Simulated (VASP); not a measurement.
Here is a VASP 6.6.1 calculation.

File INCAR:

```
SYSTEM = SnSe
PREC     = Accurate       ! precision mode
ENCUT    = 500            ! plane-wave cutoff, eV
EDIFF    = 1E-6           ! SCF threshold, eV
ISMEAR   = 0              ! smearing method
SIGMA    = 0.05           ! smearing width, eV
LREAL    = .False.        ! projectors in reciprocal space
LASPH    = .True.         ! aspherical terms in the spheres
NELM     = 120            ! most SCF steps
ALGO     = Normal         ! electronic algorithm
ISIF     = 2              ! what is computed and relaxed
LWAVE    = .False.        ! write WAVECAR
LCHARG   = .True.         ! write CHGCAR
GGA      = CA             ! functional
LELF     = .True.         ! ELF
LVHAR    = .True.       
NBANDS   = 50             ! bands
GGA_COMPAT= .False.
```

File KPOINTS:

```
regular mesh
0
Gamma
  3 8 8
  0 0 0
```

POSCAR

```
SnSe
1.0
   11.5010000000      0.0000000000      0.0000000000
    0.0000000000      4.1530000000      0.0000000000
    0.0000000000      0.0000000000      4.4450000000
Sn Se
4 4
Direct
    0.1191494198      0.2500000000      0.1116970516
    0.3808505802      0.7500000000      0.6116970516
    0.6191494198      0.2500000000      0.3883029484
    0.8808505802      0.7500000000      0.8883029484
    0.3560266079      0.2500000000      0.0247450542
    0.1439733921      0.7500000000      0.5247450542
    0.8560266079      0.2500000000      0.4752549458
    0.6439733921      0.7500000000      0.9752549458
```

Potentials or basis: VASP PAW LDA potentials, release 64 (Sn_d, Se).

Command:

```console
$ cat potpaw_LDA.64/Sn_d/POTCAR potpaw_LDA.64/Se/POTCAR > POTCAR
$ mpirun -np 1 vasp_std > vasp.out
```

Estimate the band gap on the k mesh.

0.64 eV (least direct gap 0.81 eV).

Estimate the largest force.

0.031 eV/Å.

Predict the pressure.

-1.7 GPa.

Forces in eV/Å, atoms in the order of the input:
```
Sn  -0.026  0.000 -0.018
Sn   0.026  0.000 -0.018
Sn  -0.026  0.000  0.018
Sn   0.026  0.000  0.018
Se   0.011  0.000  0.015
Se  -0.011  0.000  0.015
Se   0.011  0.000 -0.015
Se  -0.011  0.000 -0.015
```

Caveat: semilocal functionals underestimate gaps, and a narrow one can read as zero; spin-orbit coupling is left out, which moves the levels of the heavy elements. A k mesh can miss the band edges.
